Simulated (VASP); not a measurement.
Input of a VASP 6.6.1 run:

Contents of INCAR:

```
PREC = Accurate ; ENCUT = 520
EDIFF = 1E-6 ; ISMEAR = -1
SIGMA = 0.03 ; LREAL = F
LASPH = T ; NELM = 80
ALGO = Normal ; ISIF = 2
LWAVE = F ; LCHARG = F
GGA = PS ; NBANDS = 44
```

KPOINTS

```
regular mesh
0
Gamma
  4 4 4
```

POSCAR

```
YBiCl6
1.0
    6.5545278625      0.0582424853     -0.0496049104
    3.2276413004      5.7041080653      0.1032150528
    0.0142484408      3.6465167707      6.1485923058
Y Bi Cl
1 1 6
Direct
    0.5000000000      0.0000000000      0.5000000000
    0.0000000000      0.0000000000      0.0000000000
    0.0846844182      0.1713005010      0.2537500702
    0.9153155818      0.8286994990      0.7462499298
    0.2560541338      0.1690118673      0.7463242131
    0.7439458662      0.8309881327      0.2536757869
    0.4250158441      0.4902873416      0.2536947152
    0.5749841559      0.5097126584      0.7463052848
```

Potentials or basis: VASP PAW PBE potentials, release 64 (Y_sv, Bi_d, Cl).

Run with:

```console
$ cat potpaw_PBE.64/Y_sv/POTCAR potpaw_PBE.64/Bi_d/POTCAR potpaw_PBE.64/Cl/POTCAR > POTCAR
$ mpirun -np 1 vasp_std > vasp.out
```

**Question.** Predict the pressure.

**Answer.** -0.1 GPa.

**Question.** What does it give for the band gap on the k mesh?

**Answer.** 3.46 eV (least direct gap 3.58 eV).

Forces on the atoms (eV/Å):
```
Y    0.000  0.000  0.000
Bi   0.000  0.000  0.000
Cl   0.002  0.002  0.002
Cl  -0.002 -0.002 -0.002
Cl   0.003 -0.001 -0.003
Cl  -0.003  0.001  0.003
Cl   0.001 -0.003  0.002
Cl  -0.001  0.003 -0.002
```

Caveat: the PAW data sets were made with another functional, which shifts forces and pressure a little; spin-orbit coupling is left out, which moves the levels of the heavy elements. A k mesh can miss the band edges.
